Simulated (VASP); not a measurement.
# NaCl (F-43m) in VASP: a series of runs

Aim: see how the results for NaCl move with the level of theory and the settings. Levels: PBE, r2SCAN. Tasks: single point.

Program: VASP 6.6.1. These are calculated values, not measurements. Logs are shortened: lines on timing, memory, paths and dates and some standing lists are left out, and cuts for length are marked.

### Step 1. The cell of the first run

The structure is cubic, space group F-43m (No. 216). Conventional cell: a = 6.253 Å, b = 6.253 Å, c = 6.253 Å, α = 90.00°, β = 90.00°, γ = 90.00°. Na (site symmetry -43m) has 4 Cl at 2.71 Å within 3.6 Å. Within 3.6 Å of Cl (site symmetry -43m) lie 4 Na at 2.71 Å.

### Step 2. Single point, PBE

File INCAR:

```
SYSTEM = NaCl
PREC = Accurate ; ENCUT = 520
EDIFF = 1E-6 ; ISMEAR = 0
SIGMA = 0.01 ; LREAL = .FALSE.
LASPH = .TRUE. ; NELM = 100
ALGO = Normal ; ISIF = 2
LWAVE = .FALSE. ; LCHARG = .TRUE.
GGA = PE ; LELF = .TRUE.
LVHAR = .TRUE. ; NBANDS = 14
```

File KPOINTS:

```
regular mesh
0
G
  6 6 6
  0 0 0
```

File POSCAR:

```
NaCl
1.0
    0.0000000000      3.1264791967      3.1264791967
    3.1264791967      0.0000000000      3.1264791967
    3.1264791967      3.1264791967      0.0000000000
Na Cl
1 1
Direct
    0.0000000000      0.0000000000      0.0000000000
    0.2500000000      0.2500000000      0.2500000000
```

Potentials or basis: VASP PAW PBE potentials, release 64 (Na_pv, Cl).

Launch:

```sh
> cat potpaw_PBE.64/Na_pv/POTCAR potpaw_PBE.64/Cl/POTCAR > POTCAR
> mpirun -np 1 vasp_std > vasp.out
```

OUTCAR:

```text
SYSTEM = NaCl
   PREC = Accurate
   ENCUT = 520
   EDIFF = 1E-6
   ISMEAR = 0
   LREAL = .FALSE.
   LASPH = .TRUE.
   NELM = 100
   ISIF = 2
   GGA = PE

 ion  position               nearest neighbor table
   1  0.000  0.000  0.000-   2 2.71   2 2.71   2 2.71   2 2.71
   2  0.250  0.250  0.250-   1 2.71   1 2.71   1 2.71   1 2.71

  LATTYP: Found a face centered cubic cell.
 ALAT       =     6.2529583934

  Lattice vectors:

 A1 = (   0.0000000000,   3.1264791967,   3.1264791967)
 A2 = (   3.1264791967,   0.0000000000,   3.1264791967)
 A3 = (   3.1264791967,   3.1264791967,   0.0000000000)

Analysis of symmetry for initial positions (statically):
=====================================================================
 Subroutine PRICEL returns:
 Original cell was already a primitive cell.

 Routine SETGRP: Setting up the symmetry group for a
 face centered cubic supercell.

 Subroutine GETGRP returns: Found 24 space group operations
 (whereof 24 operations were pure point group operations)
 out of a pool of 48 trial point group operations.

The static configuration has the point symmetry T_d .

Analysis of symmetry for dynamics (positions and initial velocities):
=====================================================================
 Subroutine PRICEL returns:
 Original cell was already a primitive cell.

 Routine SETGRP: Setting up the symmetry group for a
 face centered cubic supercell.

 Subroutine GETGRP returns: Found 24 space group operations
 (whereof 24 operations were pure point group operations)
 out of a pool of 48 trial point group operations.

The dynamic configuration has the point symmetry T_d .

 Subroutine INISYM returns: Found 24 space group operations
 (whereof 24 operations are pure point group operations),
 and found     1 'primitive' translations

----------------------------------------------------------------------------------------

                                     Primitive cell

  volume of cell :      61.1219

  direct lattice vectors                    reciprocal lattice vectors
     0.000000000  3.126479197  3.126479197    -0.159924301  0.159924301  0.159924301
     3.126479197  0.000000000  3.126479197     0.159924301 -0.159924301  0.159924301
     3.126479197  3.126479197  0.000000000     0.159924301  0.159924301 -0.159924301

  length of vectors
     4.421509282  4.421509282  4.421509282     0.276997015  0.276997015  0.276997015

  position of ions in fractional coordinates (direct lattice)
     0.000000000  0.000000000  0.000000000
     0.250000000  0.250000000  0.250000000

  ion indices of the primitive-cell ions
   primitive index   ion index
                 1           1
                 2           2

----------------------------------------------------------------------------------------

 KPOINTS: regular mesh

Automatic generation of k-mesh.
 Grid dimensions read from file:
 generate k-points for:    6    6    6

 Generating k-lattice:

  Cartesian coordinates                     Fractional coordinates (reciprocal lattice)
    -0.026654050  0.026654050  0.026654050     0.166666667  0.000000000  0.000000000
     0.026654050 -0.026654050  0.026654050     0.000000000  0.166666667  0.000000000
     0.026654050  0.026654050 -0.026654050     0.000000000  0.000000000  0.166666667

  Length of vectors
     0.046166169  0.046166169  0.046166169

  Shift w.r.t. Gamma in fractional coordinates (k-lattice)
     0.000000000  0.000000000  0.000000000

 Subroutine IBZKPT returns following result:
 ===========================================

 Found     16 irreducible k-points:

 Following reciprocal coordinates:
            Coordinates               Weight
  0.000000  0.000000  0.000000      1.000000
  0.166667  0.000000  0.000000      8.000000
  0.333333  0.000000  0.000000      8.000000
  0.500000  0.000000  0.000000      4.000000
  0.166667  0.166667  0.000000      6.000000
  0.333333  0.166667  0.000000     24.000000
[... 8 lines left out ...]
 -0.333333  0.333333  0.166667     24.000000
 -0.333333  0.500000  0.166667     12.000000
   k-points           NKPTS =     16   k-points in BZ     NKDIM =     16   number of bands    NBANDS=     14
   number of dos      NEDOS =    301   number of ions     NIONS =      2
   total plane-waves  NPLWV =  46656
   dimension x,y,z NGX =    36 NGY =   36 NGZ =   36
   dimension x,y,z NGXF=    72 NGYF=   72 NGZF=   72
   ions per type =               1   1
   NGX,Y,Z   is equivalent  to a cutoff of  13.54, 13.54, 13.54 a.u.
   NGXF,Y,Z  is equivalent  to a cutoff of  27.07, 27.07, 27.07 a.u.
 SYSTEM =  NaCl
   PREC   = accura    normal or accurate (medium, high low for compatibility)
   ISTART =      0    job   : 0-new  1-cont  2-samecut
   ICHARG =      2    charge: 1-file 2-atom 10-const
   ISPIN  =      1    spin polarized calculation?
   LNONCOLLINEAR =      F non collinear calculations
   LSORBIT =      F    spin-orbit coupling
   LASPH  =      T    aspherical Exc in radial PAW
   ENCUT  =  520.0 eV  38.22 Ry    6.18 a.u.   8.22  8.22  8.22*2*pi/ulx,y,z
   NELM   =    100;   NELMIN=  2; NELMDL= -5     # of ELM steps
   EDIFF  = 0.1E-05   stopping-criterion for ELM
   LREAL  =      F    real-space projection
   EDIFFG = 0.1E-04   stopping-criterion for IOM
   NSW    =      0    number of steps for IOM
   IBRION =     -1    ionic relax: 0-MD 1-quasi-New 2-CG
   NFREE  =      0    steps in history (QN), initial steepest desc. (CG)
   ISIF   =      2    stress and relaxation
   ISYM   =      2    0-nonsym 1-usesym 2-fastsym
   POTIM  = 0.5000    time-step for ionic-motion
   TEBEG  =    0.0;   TEEND  =   0.0 temperature during run
   PSTRESS=    0.0 pullay stress
   NELECT =      14.0000    total number of electrons
   NUPDOWN=      -1.0000    fix difference up-down
   EMIN   =  10.00;   EMAX   =-10.00  energy-range for DOS
   EFERMI =   0.00;   METHOD = LEGACY
   ISMEAR =     0;   SIGMA  =   0.01  broadening in eV -4-tet -1-fermi 0-gaus
   EFERMI_NEDOS =   21; number of points for ismear=-14 and -15
   IALGO  =     38    algorithm
   IMIX   =      4    mixing-type and parameters
     AMIX     =   0.40;   BMIX     =  1.00
     AMIX_MAG =   1.60;   BMIX_MAG =  1.00
  volume/ion in A,a.u.               =      30.56       206.24
  Fermi-wavevector in a.u.,A,eV,Ry     =   1.001656  1.892856 13.650928  1.003315
  Thomas-Fermi vector in A             =   2.134092
   LORBIT       =      0    0 simple, 1 ext, 2 COOP (PROOUT), +10 PAW based schemes
   GGA     = PE    functional components
   LHFCALC =     F    Hartree Fock is set to
   AEXX    =    0.0000 exact exchange contribution
   IVDW    =     0    specifies the selected vdW correction
   LEPSILON=     F    determine dielectric tensor
   LRPA    =     F    only Hartree local field effects (RPA)
 non-spin polarized calculation
 Gauss-broadening in eV      SIGMA  =   0.01
  energy-cutoff  :      520.00
  volume of cell :       61.12
 maximum number of plane-waves:      1676
 NGX is ok and might be reduce to    36
   NGX = 17   NGY = 17   NGZ = 17

 number of electron      14.0000007 magnetization

 Free energy of the ion-electron system (eV)
  ---------------------------------------------------
  ext. energy  EPLUGINS =         0.00000000
  ---------------------------------------------------
  free energy    TOTEN  =        -6.64300998 eV

  energy without entropy =       -6.64300998  energy(sigma->0) =       -6.64300998

 E-fermi :  -2.4734     XC(G=0):  -6.7177

 val. band max:       -2.5421586325   @ k =   0.0000   0.0000   0.0000
 cond. band min:       2.3084837854   @ k =   0.0000   0.0000   0.0000
 fundamental gap:      4.8506424179
 Fermi energy:        -2.4734316630

 k-point     1 :       0.0000    0.0000    0.0000
  band No.  band energies     occupation
      1     -23.2386      2.00000
      2     -23.2386      2.00000
      3     -23.2386      2.00000
      4     -14.6206      2.00000
      5      -2.5422      2.00000
      6      -2.5422      2.00000
      7      -2.5422      2.00000
      8       2.3085      0.00000
      9       8.5604      0.00000
     10       8.5604      0.00000
     11       8.5604      0.00000
     12      10.3518      0.00000
     13      10.3518      0.00000
     14      12.6592      0.00000

 k-point     2 :       0.1667    0.0000    0.0000
  band No.  band energies     occupation
      1     -23.2415      2.00000
      2     -23.2389      2.00000
      3     -23.2389      2.00000
      4     -14.5889      2.00000
      5      -2.8424      2.00000
      6      -2.5649      2.00000
      7      -2.5649      2.00000
      8       2.8966      0.00000
      9       7.9167      0.00000
     10       8.6714      0.00000
     11       8.6714      0.00000
     12       9.9086      0.00000
     13       9.9086      0.00000
     14      11.6923      0.00000

 k-point     3 :       0.3333    0.0000    0.0000
  band No.  band energies     occupation
      1     -23.2474      2.00000
      2     -23.2396      2.00000
      3     -23.2396      2.00000
      4     -14.5247      2.00000
      5      -3.3311      2.00000
      6      -2.6092      2.00000
      7      -2.6092      2.00000
      8       4.1119      0.00000
      9       6.8618      0.00000
     10       8.2770      0.00000
     11       8.2770      0.00000
     12      10.7038      0.00000
     13      10.7038      0.00000
     14      11.1613      0.00000

 k-point     4 :       0.5000    0.0000    0.0000
  band No.  band energies     occupation
      1     -23.2504      2.00000
      2     -23.2399      2.00000
      3     -23.2399      2.00000
      4     -14.4921      2.00000
      5      -3.5397      2.00000
      6      -2.6309      2.00000
      7      -2.6309      2.00000
      8       4.9144      0.00000
      9       6.2003      0.00000
     10       8.0250      0.00000
     11       8.0250      0.00000
     12      11.5668      0.00000
     13      12.1842      0.00000
     14      12.1842      0.00000

 k-point     5 :       0.1667    0.1667    0.0000
  band No.  band energies     occupation
      1     -23.2418      2.00000
      2     -23.2394      2.00000
      3     -23.2394      2.00000
      4     -14.5785      2.00000
      5      -2.8463      2.00000
      6      -2.6163      2.00000
      7      -2.6163      2.00000
      8       3.0752      0.00000
      9       7.8193      0.00000
     10       8.6130      0.00000
     11       8.8334      0.00000
[... 140 lines left out ...]
 k-point    14 :       0.5000    0.3333    0.1667
  band No.  band energies     occupation
      1     -23.2486      2.00000
      2     -23.2421      2.00000
      3     -23.2406      2.00000
      4     -14.4825      2.00000
      5      -3.2966      2.00000
      6      -2.9044      2.00000
      7      -2.7170      2.00000
      8       4.8757      0.00000
      9       6.7697      0.00000
     10       7.0340      0.00000
     11       8.8701      0.00000
     12      10.0759      0.00000
     13      11.9388      0.00000
     14      12.6705      0.00000

 k-point    15 :      -0.3333    0.3333    0.1667
  band No.  band energies     occupation
      1     -23.2496      2.00000
      2     -23.2430      2.00000
      3     -23.2411      2.00000
      4     -14.4611      2.00000
      5      -3.2970      2.00000
      6      -3.0320      2.00000
      7      -2.7671      2.00000
      8       5.4707      0.00000
      9       6.2526      0.00000
     10       7.2861      0.00000
     11       8.5486      0.00000
     12      10.5366      0.00000
     13      11.5175      0.00000
     14      12.5989      0.00000

 k-point    16 :      -0.3333    0.5000    0.1667
  band No.  band energies     occupation
      1     -23.2503      2.00000
      2     -23.2429      2.00000
      3     -23.2418      2.00000
      4     -14.4508      2.00000
      5      -3.3102      2.00000
      6      -2.9942      2.00000
      7      -2.8578      2.00000
      8       5.0049      0.00000
      9       6.7574      0.00000
     10       7.4748      0.00000
     11       8.4274      0.00000
     12      10.8761      0.00000
     13      12.1337      0.00000
     14      12.4210      0.00000

------------------------ aborting loop because EDIFF is reached ----------------------------------------

  FORCE on cell =-STRESS in cart. coord.  units (eV):
  Direction    XX          YY          ZZ          XY          YZ          ZX
  --------------------------------------------------------------------------------------
  -------------------------------------------------------------------------------------
  Total       -0.0009949     -0.0009949     -0.0009949     -0.0000000     -0.0000000     -0.0000000
  in kB       -0.0260794     -0.0260794     -0.0260794     -0.0000000     -0.0000000     -0.0000000
  external PRESSURE =      -0.0260794 kB  Pullay stress =       0.0000000 kB

 VOLUME and BASIS-vectors are now :
 -----------------------------------------------------------------------------
  energy-cutoff  :      520.00
  volume of cell :       61.12
      direct lattice vectors                 reciprocal lattice vectors
     0.000000000  3.126479197  3.126479197    -0.159924301  0.159924301  0.159924301
     3.126479197  0.000000000  3.126479197     0.159924301 -0.159924301  0.159924301
     3.126479197  3.126479197  0.000000000     0.159924301  0.159924301 -0.159924301

 POSITION                                       TOTAL-FORCE (eV/Angst)
 -----------------------------------------------------------------------------------
      0.00000      0.00000      0.00000        -0.000000     -0.000000     -0.000000
      1.56324      1.56324      1.56324         0.000000      0.000000      0.000000
 -----------------------------------------------------------------------------------
    total drift:                                0.000001      0.000001      0.000001

  FREE ENERGIE OF THE ION-ELECTRON SYSTEM (eV)
  ---------------------------------------------------
  free  energy   TOTEN  =        -6.6430099797 eV

  energy  without entropy=       -6.6430099797  energy(sigma->0) =       -6.64300998
```

It took 14 s on 1 thread of AMD EPYC 7R13 (Zen 3), shared host; peak memory 0.16 GiB.

Results:

| Quantity | Value |
| --- | --- |
| Free energy | -6.6430 eV |
| Pressure | 0.0 GPa |
| Band gap on the k mesh | 4.85 eV, direct |

### Step 3. Single point, PBE (volume changed by +3%)

File INCAR:

```
SYSTEM = NaCl
  PREC = Accurate
  ENCUT = 520
  EDIFF = 1E-7
  ISMEAR = 0
  SIGMA = 0.01
  LREAL = .False.
  LASPH = .True.
  NELM = 60
  ALGO = Normal
  ISIF = 2
  LWAVE = .False.
  LCHARG = .True.
  GGA = PE
  LELF = .True.
  LVHAR = .True.
  NBANDS = 14
```

File KPOINTS:

```
Automatic mesh
0
Gamma
  6 6 6
  0 0 0
```

File POSCAR:

```
NaCl
1.0
    0.0000000000      3.1574364496      3.1574364496
    3.1574364496      0.0000000000      3.1574364496
    3.1574364496      3.1574364496      0.0000000000
Na Cl
1 1
Direct
    0.0000000000      0.0000000000      0.0000000000
    0.2500000000      0.2500000000      0.2500000000
```

Potentials or basis: VASP PAW PBE potentials, release 64 (Na_pv, Cl).

Launch:

```sh
> cat potpaw_PBE.64/Na_pv/POTCAR potpaw_PBE.64/Cl/POTCAR > POTCAR
> mpirun -np 1 vasp_std > vasp.out
```

Run time: 15 s. Hardware: 1 thread of AMD EPYC 7R13 (Zen 3), shared host; peak memory 0.16 GiB.

It converged, with:

| Property | Result |
| --- | --- |
| Free energy | -6.6406 eV |
| Pressure | -0.5 GPa |
| Band gap on the k mesh | 4.78 eV, direct |

Levels at points of the mesh, in eV from the valence-band top:
| k point | band 4 | band 5 | band 6 | band 7 | band 8 | band 9 | band 10 | band 11 |
| --- | --- | --- | --- | --- | --- | --- | --- | --- |
| (0.00, 0.00, 0.00) | -12.05 | 0.00 | 0.00 | 0.00 | 4.78 | 11.01 | 11.01 | 11.01 |
| (0.50, 0.00, 0.00) | -11.93 | -0.95 | -0.09 | -0.09 | 7.36 | 8.61 | 10.49 | 10.49 |
| (0.50, 0.50, 0.00) | -11.89 | -0.87 | -0.27 | -0.27 | 6.99 | 8.94 | 10.12 | 12.69 |

[end of part 1 of 2]
